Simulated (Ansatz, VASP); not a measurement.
## One calculation of CoBi, two programs

INCAR

```
SYSTEM = CoBi
PREC = Accurate ; ENCUT = 520
EDIFF = 1E-8 ; ISMEAR = -1
SIGMA = 0.05 ; LREAL = .False.
LASPH = .True. ; NELM = 150
ALGO = Normal ; ISIF = 2
LWAVE = .False. ; LCHARG = .False.
ISPIN = 2 ; MAGMOM = 2 0
LORBIT = 11 ; LMAXMIX = 4
GGA = PE ; LEFG = .True.
NBANDS = 23
```

KPOINTS

```
Automatic mesh
0
Gamma
  13 13 13
  0 0 0
```

File POSCAR:

```
CoBi
1.0
    0.0000000000      2.7446095377      2.7446095377
    2.7446095377      0.0000000000      2.7446095377
    2.7446095377      2.7446095377      0.0000000000
Co Bi
1 1
Direct
    0.0000000000      0.0000000000      0.0000000000
    0.5000000000      0.5000000000      0.5000000000
```

Input for Ansatz:

```yaml
crystal:
  lattice:
    - [0.0, 2.7446095377, 2.7446095377]
    - [2.7446095377, 0.0, 2.7446095377]
    - [2.7446095377, 2.7446095377, 0.0]
  atoms:
    - { symbol: Co, position: [0.0, 0.0, 0.0], spin: 2.0 }
    - { symbol: Bi, position: [0.5, 0.5, 0.5] }
magnetization:
  spin_polarized: true
kpoints:
  mp_grid: { grid: [13, 13, 13] }
scf:
  occupations: { method: fermi_dirac, width: 0.05 }
hamiltonian:
  xc: pbe
  pseudopotentials: { kind: paw }
output:
  forces: true
  stress: true
  eigenvalues: true
  efg: { contact_densities: true }
```

Change from the starting cell: volume scaled by 1.05, PAW files.

Alike in both runs: task electric field gradients; functional PBE; k mesh 13 × 13 × 13; occupations fermi-dirac, width 0.05 eV; collinear spin.

|  | VASP | Ansatz |
| --- | --- | --- |
| version | VASP 6.6.1 | Ansatz 0.2.0 |
| potentials or method | VASP PAW PBE potentials, release 64 (Co, Bi_d) | PAW with Ansatz's default frozen-core files, scalar-relativistic |
| plane-wave cutoff (eV) | 520 | 420 |
| valence electrons in the cell | 24 | 32 |

```tsv
	VASP	Ansatz	Ansatz less VASP
pressure (GPa)	-3.6	-3.5	+0.09
net moment per atom (μB)	0.35	0.35	+0.006
size of the moment on the site where the two differ most (μB)	0.76	0.78	+0.018
```

Site moments also hang on the region over which each program counts them. VASP's potentials hold 24 valence electrons a cell and Ansatz's 32, so a difference there can come from the potentials and not from the codes.

Neither program's run includes spin-orbit coupling.
